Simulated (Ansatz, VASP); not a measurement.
## PbS: VASP beside Ansatz

File INCAR:

```
SYSTEM = PbS
PREC = Accurate
ENCUT = 520
EDIFF = 1E-6
ISMEAR = 0
SIGMA = 0.01
LREAL = .FALSE.
LASPH = .TRUE.
NELM = 80
ALGO = Normal
ISIF = 2
LWAVE = .FALSE.
LCHARG = .FALSE.
GGA = PS
NBANDS = 28
```

KPOINTS

```
Automatic mesh
0
G
  6 6 6
  0 0 0
```

POSCAR

```
PbS
1.0
    2.0799526900     -5.9912968600      0.0000000000
    2.0799526900      5.9912968600      0.0000000000
    0.0000000000      0.0000000000      4.2793209400
Pb S
2 2
Direct
    0.8694366500      0.1305633500      0.7500000000
    0.1305633500      0.8694366500      0.2500000000
    0.6452029100      0.3547970900      0.7500000000
    0.3547970900      0.6452029100      0.2500000000
```

Input for Ansatz:

```yaml
crystal:
  lattice:
    - [2.07995269, -5.99129686, 0.0]
    - [2.07995269, 5.99129686, 0.0]
    - [0.0, 0.0, 4.27932094]
  atoms:
    - { symbol: Pb, position: [0.86943665, 0.13056335, 0.75] }
    - { symbol: Pb, position: [0.13056335, 0.86943665, 0.25] }
    - { symbol: S, position: [0.64520291, 0.35479709, 0.75] }
    - { symbol: S, position: [0.35479709, 0.64520291, 0.25] }
basis:
  ecutwfc: 500.0
kpoints:
  mp_grid:
    grid: [6, 6, 6]
hamiltonian:
  xc: pbesol
scf:
  occupations:
    method: fixed
output:
  stress: true
```

Alike in both runs: task single point; functional PBEsol; k mesh 6 × 6 × 6; no spin polarisation.

|  | VASP | Ansatz |
| --- | --- | --- |
| version | VASP 6.6.1 | Ansatz 0.2.0 |
| potentials or method | VASP PAW PBE potentials, release 64 (Pb_d, S), cutoff 520 eV | plane waves, PAW |
| occupations | gaussian, width 0.01 eV | fixed |
| valence electrons in the cell | 40 | 40 |

VASP gave:

* pressure (GPa): -1.9
* traceless stress, the component that is largest in VASP (GPa): 0.38

Problem. Which values does Ansatz return?

Solution. Pressure (GPa): -1.9; traceless stress, the component that is largest in VASP (GPa): 0.40.

VASP's potentials were made for PBE, not for PBEsol.

Spin-orbit coupling is off throughout.
